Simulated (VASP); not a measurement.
Runs of VASP 6.6.1 on H. The typed cell holds 4 atoms: a = 3.649 Å, b = 3.578 Å, c = 4.112 Å, α = 89.27°, β = 89.46°, γ = 88.60°. 

```csv
k mesh,gap on the mesh (eV),pressure (GPa),largest force (eV/Å)
4 × 4 × 2,9.15,2.3,4.21
1 × 1 × 1,11.87,-1.5,(b)
6 × 6 × 6,9.15,2.3,4.21
2 × 2 × 2,9.14,2.4,(a)
4 × 4 × 4,9.15,2.3,4.21
```

Alike in all rows: task single point; level PBE; potentials or basis VASP PAW PBE potentials, release 64 (H); no spin polarisation; cell as given; cutoff (eV) 520; smearing gaussian 0.02 eV.

Problem. Estimate the missing entries.

Solution. (a) 4.19; (b) 4.70.

Caveats: some runs use coarse meshes; forces of over 1 eV/Å act on the atoms, so gaps and moduli don't describe the material at rest.

A k mesh can miss the band edges.
